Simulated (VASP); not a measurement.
The system is HClF2.

```xyz
4
Lattice="3.9494 0.0000 0.0000 -1.9747 3.4202 0.0000 0.0000 0.0000 6.1318" Properties=species:S:1:pos:R:3 pbc="T T T"
H     0.0000    0.0000    3.0659
Cl    0.0000    0.0000    0.0000
F     0.0000    0.0000    1.9181
F     0.0000    0.0000    4.2137
```

| Property | Result |
| --- | --- |
| Program | VASP 6.6.1 |
| Task | relaxation of shape and atoms at fixed volume |
| Functional | PBE |
| Dispersion | D3(BJ) |
| Potentials or basis | VASP PAW PBE potentials, release 64 (H, Cl, F) |
| Cutoff | 600 eV |
| k mesh | 12 × 12 × 6 |
| Occupations | gaussian, width 0.02 eV |
| Spin | no spin polarisation |

At the start: pressure -1.6 GPa; volume 20.71 Å³/atom.

Problem. How do energy, volume and symmetry change on relaxing?

Solution. Over 5 steps the energy falls by 3.0 meV/atom; space group P6/mmm (No. 191, to 0.1 Å) before and after.

Step by step:
| step | energy change (eV) | largest force (eV/Å) | pressure (GPa) | volume (Å³) |
| --- | --- | --- | --- | --- |
| 1 | 0.0000 | 0.0002 | -1.61 | 82.83 |
| 2 | -0.0111 | 0.0944 | -0.10 | 82.83 |
| 3 | -0.0118 | 0.0762 | -0.42 | 82.83 |
| 4 | -0.0119 | 0.0553 | -0.42 | 82.83 |
| 5 | -0.0119 | 0.0012 | -0.41 | 82.83 |

Final structure:
```xyz
4
Lattice="3.9741 0.0000 0.0000 -1.9870 3.4417 0.0000 0.0000 0.0000 6.0557" Properties=species:S:1:pos:R:3 pbc="T T T"
H     0.0000    0.0000    3.0279
Cl    0.0000    0.0000    0.0000
F     1.9870    3.4417    1.8923
F     0.0000    0.0000    4.1634
```
